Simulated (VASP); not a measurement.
Input of a VASP 6.6.1 run:

File INCAR:

```
PREC     = Accurate       # precision mode
ENCUT    = 520            # plane-wave cutoff, eV
EDIFF    = 1E-6           # SCF threshold, eV
ISMEAR   = 0              # smearing method
SIGMA    = 0.05           # smearing width, eV
LREAL    = F              # projectors in reciprocal space
LASPH    = T              # aspherical terms in the spheres
NELM     = 60             # most SCF steps
ALGO     = Normal         # electronic algorithm
ISIF     = 2              # what is computed and relaxed
LWAVE    = F              # write WAVECAR
LCHARG   = F              # write CHGCAR
GGA      = PE             # functional
NBANDS   = 46             # bands
```

Contents of KPOINTS:

```
regular mesh
0
Gamma
  8 8 3
```

File POSCAR:

```
ZnS
1.0
    3.8487553790      0.0000000000      0.0000000000
    0.0000000000      3.8487553790      0.0000000000
    0.0000000000      0.0000000000     11.1916669736
S Zn
4 4
Direct
    0.0000000000      0.0000000000     -0.0187636586
    0.5000000000      0.5000000000      0.2268457961
    0.0000000000      0.5000000000      0.6481542039
    0.5000000000      0.0000000000      0.8937636586
    0.0000000000      0.5000000000      0.1176113708
    0.5000000000      0.0000000000      0.3662690007
    0.0000000000      0.0000000000      0.5087309993
    0.5000000000      0.5000000000      0.7573886292
```

Potentials or basis: VASP PAW PBE potentials, release 64 (S, Zn).

Run with:

```sh
$ cat potpaw_PBE.64/S/POTCAR potpaw_PBE.64/Zn/POTCAR > POTCAR
$ mpirun -np 1 vasp_std > vasp.out
```

Task: Predict the largest force.

Result: 0.053 eV/Å.

Task: Predict the band gap on the k mesh.

Result: 0.19 eV (least direct gap 0.22 eV).

Task: Predict the pressure.

Result: 2.2 GPa.

Stress tensor (GPa, compression positive):
```
6.19 0.00 0.00
0.00 0.38 0.00
0.00 0.00 0.07
```

Caveat: the stress differs along the axes, from 0 to 6 GPa; semilocal functionals underestimate gaps, and a narrow one can read as zero. A k mesh can miss the band edges.
